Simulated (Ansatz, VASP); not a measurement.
**ScAlN2: VASP beside Ansatz**

```xyz
4
Lattice="3.7255 0.0000 0.0000 -1.8627 3.2264 0.0000 0.0000 0.0000 6.4737" Properties=species:S:1:pos:R:3 pbc="T T T"
Sc    0.0000    0.0000    3.2368
Al    0.0000    0.0000    0.0000
N     0.0000    2.1509    3.2368
N     1.8627    1.0755    3.2368
```

Alike in both runs: functional PBE; k mesh 12 × 12 × 8; occupations gaussian, width 0.1 eV; no spin polarisation.

Ansatz relaxed the structure, and its values are those at the end. VASP's run is a single point on that final structure, the one shown.

|  | VASP | Ansatz |
| --- | --- | --- |
| version | VASP 6.6.1 | Ansatz 0.2.0 |
| potentials or method | VASP PAW PBE potentials, release 64 (Sc_sv, Al, N), cutoff 520 eV | scalar-relativistic, plane waves, PAW |
| valence electrons in the cell | 24 | 24 |

```tsv
	VASP	Ansatz	Ansatz less VASP
gap on the k mesh at the Fermi level (eV)	none	none	-
pressure (GPa)	0.3	0.0	-0.33
```

A gap of «none» marks a metal or a gap that the smearing closes. The functional is the same, so the differences come from potentials, cutoffs and numerics.
